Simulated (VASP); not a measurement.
NaF (rocksalt type), 2 atoms in the cell. It takes space group Fm-3m (No. 225, cubic). The conventional cell has a = 4.701 Å, b = 4.701 Å, c = 4.701 Å, α = 90.00°, β = 90.00°, γ = 90.00°. Within 3.1 Å of Na (site symmetry m-3m) lie 6 F at 2.35 Å. Within 3.1 Å of F (site symmetry m-3m) lie 6 Na at 2.35 Å. 

```yaml
Program: VASP 6.6.1
Task: single point
Functional: PBE
Potentials_or_basis: VASP PAW PBE potentials, release 64 (Na_pv, F)
Cutoff: 520 eV
k_mesh: 16 × 16 × 16
Occupations: fermi-dirac, width 0.28 eV
Spin: no spin polarisation
Dipole_correction: no
Further_INCAR_settings: ALGO = Normal; EDIFF = 1e-07; NBANDS = 14
```

Potentials or basis: VASP PAW PBE potentials, release 64 (Na_pv, F).

The run is started by

```console
$ cat potpaw_PBE.64/Na_pv/POTCAR potpaw_PBE.64/F/POTCAR > POTCAR
$ mpirun -np 1 vasp_std > vasp.out
```

Hardware: 1 thread of Intel(R) Xeon(R) 6975P-C (Granite Rapids) (shared host).

How long does it take, and how much memory?

Wall time 28 s on 1 thread of Intel(R) Xeon(R) 6975P-C (Granite Rapids), with other jobs on the host, peak memory 0.17 GiB. Counts: scf iterations 14, k points 145.
